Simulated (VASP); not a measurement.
# CeV (P4/mmm) in VASP: single point with PBEsol

Aim: the single point of CeV with PBEsol.

All numbers are computed with VASP 6.6.1; they aren't measurements. Logs are shortened: lines on timing, memory, paths and dates and some standing lists are left out, and cuts for length are marked.

## Step 1: The cell of the first run

Symmetry: P4/mmm, No. 123, tetragonal system. The conventional cell has a = 3.466 Å, b = 3.466 Å, c = 3.680 Å, α = 90.00°, β = 90.00°, γ = 90.00°. V (site symmetry 4/mmm) has 8 Ce at 3.06 Å and 6 V at 3.47 to 3.68 Å within 4.0 Å. Within 4.0 Å of Ce (site symmetry 4/mmm) lie 8 V at 3.06 Å and 6 Ce at 3.47 to 3.68 Å.

## Step 2: Single point, PBEsol

INCAR reads:

```
PREC = Accurate
ENCUT = 500
EDIFF = 1E-6
ISMEAR = -1
SIGMA = 0.1
LREAL = F
LASPH = T
NELM = 200
ALGO = Normal
ISIF = 2
LWAVE = F
LCHARG = F
GGA = PS
NBANDS = 20
GGA_COMPAT = F
LMAXMIX = 6
```

KPOINTS reads:

```
regular mesh
0
Gamma
  7 7 6
```

POSCAR reads:

```
CeV
1.0
    3.4655770000      0.0000000000      0.0000000000
    0.0000000000      3.4655770000      0.0000000000
    0.0000000000      0.0000000000      3.6798210000
V Ce
1 1
Direct
    0.5000000000      0.5000000000      0.5000000000
    0.0000000000      0.0000000000      0.0000000000
```

Potentials or basis: VASP PAW PBE potentials, release 64 (V_sv, Ce).

Started as:

```bash
$ cat potpaw_PBE.64/V_sv/POTCAR potpaw_PBE.64/Ce/POTCAR > POTCAR
$ mpirun -np 1 vasp_std > vasp.out
```

OUTCAR:

```text
PREC = Accurate
   ENCUT = 500
   EDIFF = 1E-6
   ISMEAR = -1
   LREAL = F
   LASPH = T
   NELM = 200
   ISIF = 2
   GGA = PS

 ion  position               nearest neighbor table
   1  0.500  0.500  0.500-
   2  0.000  0.000  0.000-

  LATTYP: Found a simple tetragonal cell.
 ALAT       =     3.4655770000
 C/A-ratio  =     1.0618205857

  Lattice vectors:

 A1 = (   3.4655770000,   0.0000000000,   0.0000000000)
 A2 = (   0.0000000000,   3.4655770000,   0.0000000000)
 A3 = (   0.0000000000,   0.0000000000,   3.6798210000)

Analysis of symmetry for initial positions (statically):
=====================================================================
 Subroutine PRICEL returns:
 Original cell was already a primitive cell.

 Routine SETGRP: Setting up the symmetry group for a
 simple tetragonal supercell.

 Subroutine GETGRP returns: Found 16 space group operations
 (whereof 16 operations were pure point group operations)
 out of a pool of 16 trial point group operations.

The static configuration has the point symmetry D_4h.

Analysis of symmetry for dynamics (positions and initial velocities):
=====================================================================
 Subroutine PRICEL returns:
 Original cell was already a primitive cell.

 Routine SETGRP: Setting up the symmetry group for a
 simple tetragonal supercell.

 Subroutine GETGRP returns: Found 16 space group operations
 (whereof 16 operations were pure point group operations)
 out of a pool of 16 trial point group operations.

The dynamic configuration has the point symmetry D_4h.

 Subroutine INISYM returns: Found 16 space group operations
 (whereof 16 operations are pure point group operations),
 and found     1 'primitive' translations

----------------------------------------------------------------------------------------

                                     Primitive cell

  volume of cell :      44.1955

  direct lattice vectors                    reciprocal lattice vectors
     3.465577000  0.000000000  0.000000000     0.288552238  0.000000000  0.000000000
     0.000000000  3.465577000  0.000000000     0.000000000  0.288552238  0.000000000
     0.000000000  0.000000000  3.679821000     0.000000000  0.000000000  0.271752349

  length of vectors
     3.465577000  3.465577000  3.679821000     0.288552238  0.288552238  0.271752349

  position of ions in fractional coordinates (direct lattice)
     0.500000000  0.500000000  0.500000000
     0.000000000  0.000000000  0.000000000

  ion indices of the primitive-cell ions
   primitive index   ion index
                 1           1
                 2           2

----------------------------------------------------------------------------------------

 KPOINTS: regular mesh

Automatic generation of k-mesh.
 Grid dimensions read from file:
 generate k-points for:    7    7    6

 Generating k-lattice:

  Cartesian coordinates                     Fractional coordinates (reciprocal lattice)
     0.041221748  0.000000000  0.000000000     0.142857143  0.000000000  0.000000000
     0.000000000  0.041221748  0.000000000     0.000000000  0.142857143  0.000000000
     0.000000000  0.000000000  0.045292058     0.000000000  0.000000000  0.166666667

  Length of vectors
     0.041221748  0.041221748  0.045292058

  Shift w.r.t. Gamma in fractional coordinates (k-lattice)
     0.000000000  0.000000000  0.000000000

 Subroutine IBZKPT returns following result:
 ===========================================

 Found     40 irreducible k-points:

 Following reciprocal coordinates:
            Coordinates               Weight
  0.000000  0.000000  0.000000      1.000000
  0.142857  0.000000  0.000000      4.000000
  0.285714  0.000000  0.000000      4.000000
  0.428571  0.000000  0.000000      4.000000
  0.142857  0.142857  0.000000      4.000000
  0.285714  0.142857  0.000000      8.000000
[... 16 lines left out ...]
  0.285714  0.000000  0.333333      8.000000
  0.428571  0.000000  0.333333      8.000000
 [... further k-points ...]
   k-points           NKPTS =     40   k-points in BZ     NKDIM =     40   number of bands    NBANDS=     20
   number of dos      NEDOS =    301   number of ions     NIONS =      2
   total plane-waves  NPLWV =  21952
   dimension x,y,z NGX =    28 NGY =   28 NGZ =   28
   dimension x,y,z NGXF=    56 NGYF=   56 NGZF=   56
   ions per type =               1   1
   NGX,Y,Z   is equivalent  to a cutoff of  13.43, 13.43, 12.65 a.u.
   NGXF,Y,Z  is equivalent  to a cutoff of  26.86, 26.86, 25.30 a.u.
 SYSTEM =  unknown system
   PREC   = accura    normal or accurate (medium, high low for compatibility)
   ISTART =      0    job   : 0-new  1-cont  2-samecut
   ICHARG =      2    charge: 1-file 2-atom 10-const
   ISPIN  =      1    spin polarized calculation?
   LNONCOLLINEAR =      F non collinear calculations
   LSORBIT =      F    spin-orbit coupling
   LASPH  =      T    aspherical Exc in radial PAW
   ENCUT  =  500.0 eV  36.75 Ry    6.06 a.u.   6.32  6.32  6.71*2*pi/ulx,y,z
   NELM   =    200;   NELMIN=  2; NELMDL= -5     # of ELM steps
   EDIFF  = 0.1E-05   stopping-criterion for ELM
   LREAL  =      F    real-space projection
   EDIFFG = 0.1E-04   stopping-criterion for IOM
   NSW    =      0    number of steps for IOM
   IBRION =     -1    ionic relax: 0-MD 1-quasi-New 2-CG
   NFREE  =      0    steps in history (QN), initial steepest desc. (CG)
   ISIF   =      2    stress and relaxation
   ISYM   =      2    0-nonsym 1-usesym 2-fastsym
   POTIM  = 0.5000    time-step for ionic-motion
   TEBEG  =    0.0;   TEEND  =   0.0 temperature during run
   PSTRESS=    0.0 pullay stress
   NELECT =      25.0000    total number of electrons
   NUPDOWN=      -1.0000    fix difference up-down
   EMIN   =  10.00;   EMAX   =-10.00  energy-range for DOS
   EFERMI =   0.00;   METHOD = LEGACY
   ISMEAR =    -1;   SIGMA  =   0.10  broadening in eV -4-tet -1-fermi 0-gaus
   EFERMI_NEDOS =   21; number of points for ismear=-14 and -15
   IALGO  =     38    algorithm
   IMIX   =      4    mixing-type and parameters
     AMIX     =   0.40;   BMIX     =  1.00
     AMIX_MAG =   1.60;   BMIX_MAG =  1.00
  volume/ion in A,a.u.               =      22.10       149.12
  Fermi-wavevector in a.u.,A,eV,Ry     =   1.353928  2.558553 24.941126  1.833121
  Thomas-Fermi vector in A             =   2.481142
   LORBIT       =      0    0 simple, 1 ext, 2 COOP (PROOUT), +10 PAW based schemes
   GGA     = PS    functional components
   LHFCALC =     F    Hartree Fock is set to
   AEXX    =    0.0000 exact exchange contribution
   IVDW    =     0    specifies the selected vdW correction
   LEPSILON=     F    determine dielectric tensor
   LRPA    =     F    only Hartree local field effects (RPA)
 non-spin polarized calculation
  energy-cutoff  :      500.00
  volume of cell :       44.20
 maximum number of plane-waves:      1142
 NGX is ok and might be reduce to    28
   NGX = 13   NGY = 13   NGZ = 13

 number of electron      25.0000009 magnetization

 Free energy of the ion-electron system (eV)
  ---------------------------------------------------
  ext. energy  EPLUGINS =         0.00000000
  ---------------------------------------------------
  free energy    TOTEN  =       -15.03581064 eV

  energy without entropy =      -14.78671770  energy(sigma->0) =      -14.91126417

 E-fermi :   8.2352     XC(G=0): -11.4822

 val. band max:        8.2289352353   @ k =   0.0000   0.0000   0.5000
 cond. band min:       8.2523999203   @ k =   0.1429   0.1429   0.3333
 fundamental gap:      0.0234646850
 Fermi energy:         8.2351933071

 k-point     1 :       0.0000    0.0000    0.0000
  band No.  band energies     occupation
      1     -55.4916      2.00000
      2     -29.4477      2.00000
      3     -29.4477      2.00000
      4     -29.4475      2.00000
      5     -25.9479      2.00000
      6      -8.3701      2.00000
[... 12 lines left out ...]
     19       9.0090      0.00087
     20       9.1338      0.00025

 k-point     2 :       0.1429    0.0000    0.0000
  band No.  band energies     occupation
      1     -55.4911      2.00000
      2     -29.4571      2.00000
      3     -29.4470      2.00000
      4     -29.4468      2.00000
      5     -25.9205      2.00000
      6      -8.4317      2.00000
[... 12 lines left out ...]
     19       9.0754      0.00045
     20       9.2881      0.00005

 k-point     3 :       0.2857    0.0000    0.0000
  band No.  band energies     occupation
      1     -55.4902      2.00000
      2     -29.4780      2.00000
      3     -29.4454      2.00000
      4     -29.4450      2.00000
      5     -25.8578      2.00000
      6      -9.0021      2.00000
[... 12 lines left out ...]
     19       9.3199      0.00004
     20       9.4890      0.00001

 k-point     4 :       0.4286    0.0000    0.0000
  band No.  band energies     occupation
      1     -55.4894      2.00000
      2     -29.4947      2.00000
      3     -29.4442      2.00000
      4     -29.4436      2.00000
      5     -25.8070      2.00000
      6      -9.4164      2.00000
[... 12 lines left out ...]
     19       9.5385      0.00000
     20       9.6563      0.00000

 k-point     5 :       0.1429    0.1429    0.0000
  band No.  band energies     occupation
      1     -55.4907      2.00000
      2     -29.4579      2.00000
      3     -29.4540      2.00000
      4     -29.4460      2.00000
      5     -25.8946      2.00000
      6      -8.4338      2.00000
[... 12 lines left out ...]
     19       9.0867      0.00040
     20       9.3532      0.00003
[... 353 lines left out ...]
      6      -9.0472      2.00000
[... 12 lines left out ...]
     19       9.4749      0.00001
     20       9.4749      0.00001

 k-point    22 :       0.1429    0.0000    0.3333
  band No.  band energies     occupation
      1     -55.4904      2.00000
      2     -29.4706      2.00000
      3     -29.4535      2.00000
      4     -29.4455      2.00000
      5     -25.8590      2.00000
      6      -9.0059      2.00000
[... 12 lines left out ...]
     19       9.2604      0.00007
     20       9.4696      0.00001

 k-point    23 :       0.2857    0.0000    0.3333
  band No.  band energies     occupation
      1     -55.4895      2.00000
      2     -29.4719      2.00000
      3     -29.4631      2.00000
      4     -29.4441      2.00000
      5     -25.8124      2.00000
      6      -8.9355      2.00000
[... 12 lines left out ...]
     19       9.2916      0.00005
     20       9.5849      0.00000

 k-point    24 :       0.4286    0.0000    0.3333
  band No.  band energies     occupation
      1     -55.4887      2.00000
      2     -29.4847      2.00000
      3     -29.4591      2.00000
      4     -29.4429      2.00000
      5     -25.7743      2.00000
      6      -9.2831      2.00000
[... 12 lines left out ...]
     19       9.3432      0.00003
     20       9.4548      0.00001

 [... further k-points ...]

------------------------ aborting loop because EDIFF is reached ----------------------------------------

  FORCE on cell =-STRESS in cart. coord.  units (eV):
  Direction    XX          YY          ZZ          XY          YZ          ZX
  --------------------------------------------------------------------------------------
  -------------------------------------------------------------------------------------
  Total       -2.1308531     -2.1308531     -2.5787482      0.0000000      0.0000000      0.0000000
  in kB      -77.2478293    -77.2478293    -93.4849540      0.0000000      0.0000000      0.0000000
  external PRESSURE =     -82.6602042 kB  Pullay stress =       0.0000000 kB

 VOLUME and BASIS-vectors are now :
 -----------------------------------------------------------------------------
  energy-cutoff  :      500.00
  volume of cell :       44.20
      direct lattice vectors                 reciprocal lattice vectors
     3.465577000  0.000000000  0.000000000     0.288552238  0.000000000  0.000000000
     0.000000000  3.465577000  0.000000000     0.000000000  0.288552238  0.000000000
     0.000000000  0.000000000  3.679821000     0.000000000  0.000000000  0.271752349

 POSITION                                       TOTAL-FORCE (eV/Angst)
 -----------------------------------------------------------------------------------
      1.73279      1.73279      1.83991         0.000000      0.000000      0.000000
      0.00000      0.00000      0.00000         0.000000      0.000000      0.000000
 -----------------------------------------------------------------------------------
    total drift:                                0.000000      0.000000      0.000000

  FREE ENERGIE OF THE ION-ELECTRON SYSTEM (eV)
  ---------------------------------------------------
  free  energy   TOTEN  =       -15.0358106355 eV

  energy  without entropy=      -14.7867177042  energy(sigma->0) =      -14.91126417
```

Run time: 85 s. Hardware: 1 thread of Intel Xeon 8259CL, shared host; peak memory 0.19 GiB.

What came out:

```yaml
Free_energy: -15.0358 eV
Pressure: -8.3 GPa
Band_gap_on_the_k_mesh: zero (an odd number of electrons rules out a gap without spin polarisation)
```

Stress tensor (GPa, compression positive):
```
-7.72  0.00  0.00
 0.00 -7.72  0.00
 0.00  0.00 -9.35
```

Levels at points of the mesh, in eV from the Fermi level:
```
           k point  band 9  band 10  band 11  band 12  band 13  band 14  band 15  band 16
(0.00, 0.00, 0.00)   -4.44    -2.49    -2.35     0.34     0.34     0.61     0.63     0.67
(0.00, 0.00, 0.50)   -1.83    -1.19    -0.97    -0.01     0.06     0.06     0.19     0.25
```

Caveat: the cell stands under tension; the PAW data sets were made with another functional, which shifts forces and pressure a little; spin-orbit coupling is left out, which moves the levels of the heavy elements; semilocal functionals describe open f shells poorly, which spoils levels, moments and volumes. Spin polarisation is off, so any magnetic state and its effect on volume and gap are missing.

The gap in the log of VASP goes by the Fermi energy; the results here count the filled bands.